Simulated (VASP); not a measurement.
# AlGa3N4 (Cm) in VASP: notebook

AlGa3N4 is run at these levels: PBEsol; tasks: single point.

Everything below comes from runs of VASP 6.6.1. Logs are shortened: lines on timing, memory, paths and dates and some standing lists are left out, and cuts for length are marked.

## Step 1: The cell of the first run

The structure is monoclinic, space group Cm (No. 8). The conventional cell has a = 6.318 Å, b = 6.318 Å, c = 8.951 Å, α = 90.00°, β = 93.37°, γ = 90.00°. Al (site symmetry m) has 4 N at 1.90 Å within 2.5 Å. Within 2.5 Å of Al (site symmetry m) lie 4 N at 1.90 Å. Ga (site symmetry 1) has 3 N at 1.55 to 1.95 Å within 2.1 Å. Ga (site symmetry 1) has 4 N at 1.95 Å within 2.6 Å. Within 2.6 Å of Ga (site symmetry m) lie 4 N at 1.95 Å. Ga (site symmetry m) has 4 N at 1.95 Å within 2.6 Å. N (site symmetry m) has 1 Al at 1.90 Å and 3 Ga at 1.95 Å within 2.5 Å. Within 2.5 Å of N (site symmetry m) lie 1 Al at 1.90 Å and 3 Ga at 1.95 Å.

## Step 2: Single point, PBEsol (the part above a cut slid along it)

File INCAR:

```
SYSTEM = AlGa3N4
  ALGO = Normal
  EDIFF = 1E-6
  ENCUT = 520
  GGA = PS
  ISIF = 2
  ISMEAR = 0
  LASPH = .TRUE.
  LCHARG = .FALSE.
  LREAL = Auto
  LWAVE = .FALSE.
  NBANDS = 76
  NELM = 80
  PREC = Accurate
  SIGMA = 0.05
```

File KPOINTS:

```
k-points
0
G
  6 6 3
  0 0 0
```

File POSCAR:

```
AlGa3N4
1.0
    0.0000000000     -4.4676279353      0.0000000000
    0.0000000000      0.0000000000     -4.4676279353
    8.9352558707     -0.3721534070      0.3721534070
Al Ga N
2 6 8
Direct
    0.9322146250      1.0677853750      0.8137500000
    0.9738646250      1.0261353750      0.3137500000
    0.4946896250      1.0053103750      0.0637500000
    0.4530396250      1.0469603750      0.5637500000
    0.9946896250      0.5053103750      0.0637500000
    0.9530396250      0.5469603750      0.5637500000
    0.4322146250      0.5677853750      0.8137500000
    0.4738646250      0.5261353750      0.3137500000
    0.2290366668      0.7709633332      0.1912654602
    0.1873866668      0.8126133332      0.6912654602
    0.7390985076      0.2609014924      0.1912654602
    0.6974485076      0.3025514924      0.6912654602
    0.1669807424      0.3229574168      0.9362345398
    0.2086307424      0.2813074168      0.4362345398
    0.6770425832      0.8330192576      0.9362345398
    0.7186925832      0.7913692576      0.4362345398
```

Potentials or basis: VASP PAW PBE potentials, release 64 (Al, Ga_d, N).

On the command line:

```bash
$ cat potpaw_PBE.64/Al/POTCAR potpaw_PBE.64/Ga_d/POTCAR potpaw_PBE.64/N/POTCAR > POTCAR
$ mpirun -np 1 vasp_std > vasp.out
```

OUTCAR:

```text
SYSTEM = AlGa3N4
   EDIFF = 1E-6
   ENCUT = 520
   GGA = PS
   ISIF = 2
   ISMEAR = 0
   LASPH = .TRUE.
   LREAL = Auto
   NELM = 80
   PREC = Accurate

 ion  position               nearest neighbor table
   1  0.932  0.068  0.814-  12 1.90  13 1.90  15 1.90  10 1.90   3 2.93   5 2.93
   2  0.974  0.026  0.314-  11 1.90  14 1.90  16 1.90   9 1.90
   3  0.495  0.005  0.064-  15 1.55   9 1.95  11 1.95   1 2.93
   4  0.453  0.047  0.564-  16 1.95  10 1.95  12 1.95  14 1.95
   5  0.995  0.505  0.064-  13 1.55   9 1.95  11 1.95   1 2.93
   6  0.953  0.547  0.564-  14 1.95  10 1.95  12 1.95  16 1.95
   7  0.432  0.568  0.814-  10 1.95  15 1.95  13 1.95  12 1.95
   8  0.474  0.526  0.314-   9 1.95  14 1.95  16 1.95  11 1.95
   9  0.229  0.771  0.191-   2 1.90   8 1.95   5 1.95   3 1.95
  10  0.187  0.813  0.691-   1 1.90   7 1.95   6 1.95   4 1.95
  11  0.739  0.261  0.191-   2 1.90   3 1.95   5 1.95   8 1.95
  12  0.697  0.303  0.691-   1 1.90   4 1.95   6 1.95   7 1.95
  13  0.167  0.323  0.936-   5 1.55   1 1.90   7 1.95
  14  0.209  0.281  0.436-   2 1.90   6 1.95   8 1.95   4 1.95
  15  0.677  0.833  0.936-   3 1.55   1 1.90   7 1.95
  16  0.719  0.791  0.436-   2 1.90   4 1.95   8 1.95   6 1.95

  LATTYP: Found a base centered monoclinic cell.
 ALAT       =     6.3181800177
 B/A-ratio  =     1.0000000000
 C/A-ratio  =     1.4166647063
 COS(beta)  =    -0.0588000814

  Lattice vectors:

 A1 = (   0.0000000000,   0.0000000000,  -4.4676279353)
 A2 = (   0.0000000000,   4.4676279353,   0.0000000000)
 A3 = (   8.9352558707,  -0.3721534070,   0.3721534070)

Analysis of symmetry for initial positions (statically):
=====================================================================
 Subroutine PRICEL returns:
 Original cell was already a primitive cell.

 Routine SETGRP: Setting up the symmetry group for a
 base centered monoclinic supercell.

 Subroutine GETGRP returns: Found  2 space group operations
 (whereof  2 operations were pure point group operations)
 out of a pool of  4 trial point group operations.

The static configuration has the point symmetry C_1h.

Analysis of symmetry for dynamics (positions and initial velocities):
=====================================================================
 Subroutine PRICEL returns:
 Original cell was already a primitive cell.

 Routine SETGRP: Setting up the symmetry group for a
 base centered monoclinic supercell.

 Subroutine GETGRP returns: Found  2 space group operations
 (whereof  2 operations were pure point group operations)
 out of a pool of  4 trial point group operations.

The dynamic configuration has the point symmetry C_1h.

 Subroutine INISYM returns: Found  2 space group operations
 (whereof  2 operations are pure point group operations),
 and found     1 'primitive' translations

----------------------------------------------------------------------------------------

                                     Primitive cell

  volume of cell :     178.3450

  direct lattice vectors                    reciprocal lattice vectors
     0.000000000 -4.467627935  0.000000000    -0.009322621 -0.223832426  0.000000000
     0.000000000  0.000000000 -4.467627935     0.009322621  0.000000000 -0.223832426
     8.935255871 -0.372153407  0.372153407     0.111916213  0.000000000  0.000000000

  length of vectors
     4.467627935  4.467627935  8.950742639     0.224026486  0.224026486  0.111916213

  position of ions in fractional coordinates (direct lattice)
     0.932214625  0.067785375  0.813750000
     0.973864625  0.026135375  0.313750000
     0.494689625  0.005310375  0.063750000
     0.453039625  0.046960375  0.563750000
     0.994689625  0.505310375  0.063750000
     0.953039625  0.546960375  0.563750000
[... 8 lines left out ...]
     0.677042583  0.833019258  0.936234540
     0.718692583  0.791369258  0.436234540

  ion indices of the primitive-cell ions
   primitive index   ion index
                 1           1
                 2           2
                 3           3
                 4           4
                 5           5
                 6           6
[... 8 lines left out ...]
                15          15
                16          16

----------------------------------------------------------------------------------------

 KPOINTS: k-points

Automatic generation of k-mesh.
 Grid dimensions read from file:
 generate k-points for:    6    6    3

 Generating k-lattice:

  Cartesian coordinates                     Fractional coordinates (reciprocal lattice)
    -0.001553770 -0.037305404  0.000000000     0.166666667  0.000000000  0.000000000
     0.001553770  0.000000000 -0.037305404     0.000000000  0.166666667 -0.000000000
     0.037305404  0.000000000  0.000000000     0.000000000  0.000000000  0.333333333

  Length of vectors
     0.037337748  0.037337748  0.037305404

  Shift w.r.t. Gamma in fractional coordinates (k-lattice)
     0.000000000  0.000000000  0.000000000

 Subroutine IBZKPT returns following result:
 ===========================================

 Found     34 irreducible k-points:

 Following reciprocal coordinates:
            Coordinates               Weight
  0.000000  0.000000  0.000000      1.000000
  0.166667  0.000000  0.000000      4.000000
  0.333333  0.000000 -0.000000      4.000000
  0.500000  0.000000  0.000000      2.000000
  0.166667  0.166667  0.000000      2.000000
  0.333333  0.166667 -0.000000      4.000000
[... 16 lines left out ...]
 -0.333333  0.166667  0.333333      4.000000
 -0.166667  0.166667  0.333333      2.000000
 [... further k-points ...]
   k-points           NKPTS =     34   k-points in BZ     NKDIM =     34   number of bands    NBANDS=     76
   number of dos      NEDOS =    301   number of ions     NIONS =     16
   total plane-waves  NPLWV =  90720
   dimension x,y,z NGX =    36 NGY =   36 NGZ =   70
   dimension x,y,z NGXF=    72 NGYF=   72 NGZF=  140
   ions per type =               2   6   8
   NGX,Y,Z   is equivalent  to a cutoff of  13.40, 13.40, 13.00 a.u.
   NGXF,Y,Z  is equivalent  to a cutoff of  26.79, 26.79, 26.00 a.u.
 SYSTEM =  AlGa3N4
   PREC   = accura    normal or accurate (medium, high low for compatibility)
   ISTART =      0    job   : 0-new  1-cont  2-samecut
   ICHARG =      2    charge: 1-file 2-atom 10-const
   ISPIN  =      1    spin polarized calculation?
   LNONCOLLINEAR =      F non collinear calculations
   LSORBIT =      F    spin-orbit coupling
   LASPH  =      T    aspherical Exc in radial PAW
   ENCUT  =  520.0 eV  38.22 Ry    6.18 a.u.   8.31  8.31 16.64*2*pi/ulx,y,z
   NELM   =     80;   NELMIN=  2; NELMDL= -5     # of ELM steps
   EDIFF  = 0.1E-05   stopping-criterion for ELM
   LREAL  =      T    real-space projection
   EDIFFG = 0.1E-04   stopping-criterion for IOM
   NSW    =      0    number of steps for IOM
   IBRION =     -1    ionic relax: 0-MD 1-quasi-New 2-CG
   NFREE  =      0    steps in history (QN), initial steepest desc. (CG)
   ISIF   =      2    stress and relaxation
   ISYM   =      2    0-nonsym 1-usesym 2-fastsym
   POTIM  = 0.5000    time-step for ionic-motion
   TEBEG  =    0.0;   TEEND  =   0.0 temperature during run
   PSTRESS=    0.0 pullay stress
   NELECT =     124.0000    total number of electrons
   NUPDOWN=      -1.0000    fix difference up-down
   EMIN   =  10.00;   EMAX   =-10.00  energy-range for DOS
   EFERMI =   0.00;   METHOD = LEGACY
   ISMEAR =     0;   SIGMA  =   0.05  broadening in eV -4-tet -1-fermi 0-gaus
   EFERMI_NEDOS =   21; number of points for ismear=-14 and -15
   IALGO  =     38    algorithm
   IMIX   =      4    mixing-type and parameters
     AMIX     =   0.40;   BMIX     =  1.00
     AMIX_MAG =   1.60;   BMIX_MAG =  1.00
  volume/ion in A,a.u.               =      11.15        75.22
  Fermi-wavevector in a.u.,A,eV,Ry     =   1.450313  2.740694 28.618599  2.103408
  Thomas-Fermi vector in A             =   2.567939
   LORBIT       =      0    0 simple, 1 ext, 2 COOP (PROOUT), +10 PAW based schemes
   GGA     = PS    functional components
   LHFCALC =     F    Hartree Fock is set to
   AEXX    =    0.0000 exact exchange contribution
   IVDW    =     0    specifies the selected vdW correction
   LEPSILON=     F    determine dielectric tensor
   LRPA    =     F    only Hartree local field effects (RPA)
 non-spin polarized calculation
 Gauss-broadening in eV      SIGMA  =   0.05
  energy-cutoff  :      520.00
  volume of cell :      178.35
 maximum number of plane-waves:      4830
 NGX is ok and might be reduce to    36
   NGX = 17   NGY = 17   NGZ = 33

 number of electron     124.0000048 magnetization

 Free energy of the ion-electron system (eV)
  ---------------------------------------------------
  ext. energy  EPLUGINS =         0.00000000
  ---------------------------------------------------
  free energy    TOTEN  =      -105.89192184 eV

  energy without entropy =     -105.89192184  energy(sigma->0) =     -105.89192184

 E-fermi :   5.5644     XC(G=0): -11.7165

 val. band max:        5.3391663911   @ k =   0.0000   0.0000   0.0000
 cond. band min:       7.5345963491   @ k =   0.0000   0.0000   0.0000
 fundamental gap:      2.1954299580
 Fermi energy:         5.5643684305

 k-point     1 :       0.0000    0.0000    0.0000
  band No.  band energies     occupation
      1     -10.9757      2.00000
      2     -10.3528      2.00000
      3     -10.0244      2.00000
      4      -9.5856      2.00000
      5      -9.2019      2.00000
      6      -9.1668      2.00000
[... 66 lines left out ...]
     73      12.7781      0.00000
     74      13.0024      0.00000

 k-point     2 :       0.1667    0.0000    0.0000
  band No.  band energies     occupation
      1     -10.9097      2.00000
      2     -10.3755      2.00000
      3      -9.9567      2.00000
      4      -9.5392      2.00000
      5      -9.1969      2.00000
      6      -9.1857      2.00000
[... 66 lines left out ...]
     73      12.9976      0.00000
     74      13.1989      0.00000

 k-point     3 :       0.3333    0.0000   -0.0000
  band No.  band energies     occupation
      1     -10.7501      2.00000
      2     -10.4468      2.00000
      3      -9.7656      2.00000
      4      -9.4273      2.00000
      5      -9.2749      2.00000
      6      -9.1798      2.00000
[... 1606 lines left out ...]
     73      13.2351      0.00000
     74      13.3819      0.00000

 k-point    24 :      -0.1667    0.1667    0.3333
  band No.  band energies     occupation
      1     -10.8434      2.00000
      2     -10.3822      2.00000
      3      -9.9551      2.00000
      4      -9.4729      2.00000
      5      -9.2198      2.00000
      6      -9.1824      2.00000
[... 66 lines left out ...]
     73      12.9173      0.00000
     74      13.1783      0.00000

 [... further k-points ...]

 [bands above 74 left out]

------------------------ aborting loop because EDIFF is reached ----------------------------------------

  FORCE on cell =-STRESS in cart. coord.  units (eV):
  Direction    XX          YY          ZZ          XY          YZ          ZX
  --------------------------------------------------------------------------------------
  -------------------------------------------------------------------------------------
  Total       21.0968533      7.0060873      7.0060873     16.3430497     -7.6503025    -16.3430467
  in kB      189.5253360     62.9397682     62.9397682    146.8191468    -68.7271292   -146.8191196
  external PRESSURE =     105.1349575 kB  Pullay stress =       0.0000000 kB

 VOLUME and BASIS-vectors are now :
 -----------------------------------------------------------------------------
  energy-cutoff  :      520.00
  volume of cell :      178.35
      direct lattice vectors                 reciprocal lattice vectors
     0.000000000 -4.467627935  0.000000000    -0.009322621 -0.223832426  0.000000000
     0.000000000  0.000000000 -4.467627935     0.009322621  0.000000000 -0.223832426
     8.935255871 -0.372153407  0.372153407     0.111916213  0.000000000  0.000000000

 POSITION                                       TOTAL-FORCE (eV/Angst)
 -----------------------------------------------------------------------------------
      7.27106     -4.46763     -0.00000        -0.098735     -0.278406      0.278406
      2.80344     -4.46763     -0.00000         0.084585     -0.049192      0.049192
      0.56962     -2.23381     -0.00000         8.540309      6.002156     -5.630082
      5.03725     -2.23381     -0.00000         0.026320     -0.009401      0.005701
      0.56962     -4.46763     -2.23381         8.540309      5.630082     -6.002156
      5.03725     -4.46763     -2.23381         0.026320     -0.005701      0.009401
[... 8 lines left out ...]
      8.36550     -3.37320     -3.37320        -8.675504     -6.262710      5.897393
      3.89787     -3.37320     -3.37320        -0.029848      0.056489     -0.038919
 -----------------------------------------------------------------------------------
    total drift:                               -0.005930     -0.002086      0.002084

  FREE ENERGIE OF THE ION-ELECTRON SYSTEM (eV)
  ---------------------------------------------------
  free  energy   TOTEN  =      -105.8919218444 eV

  energy  without entropy=     -105.8919218444  energy(sigma->0) =     -105.89192184
```

Wall time 34 min (1 thread of Oxide Virtual Turin-like, shared host); peak memory 0.43 GiB.

Results:

```yaml
Free_energy: -105.8919 eV
Pressure: 10.5 GPa
Largest_force: 12.217 eV/Å
Band_gap_on_the_k_mesh: 2.20 eV
```

Forces on the atoms (eV/Å):
```
Al  -0.099 -0.278  0.278
Al   0.085 -0.049  0.049
Ga   8.540  6.002 -5.630
Ga   0.026 -0.009  0.006
Ga   8.540  5.630 -6.002
Ga   0.026 -0.006  0.009
Ga  -0.174 -0.268  0.268
Ga   0.115 -0.089  0.089
N    0.160  0.568 -0.568
N   -0.052  0.002 -0.002
N    0.267  0.541 -0.541
N   -0.025  0.022 -0.022
N   -8.676 -5.897  6.263
N   -0.030  0.039 -0.056
N   -8.676 -6.263  5.897
N   -0.030  0.056 -0.039
```

Stress tensor (GPa, compression positive):
```
 18.95  14.68 -14.68
 14.68   6.29  -6.87
-14.68  -6.87   6.29
```

Caveat: the cell differs from its parent crystal (the part above a cut slid along it); the stress differs along the axes, from 6 to 19 GPa; the PAW data sets were made with another functional, which shifts forces and pressure a little.

(Part 1 of 2 ends here.)
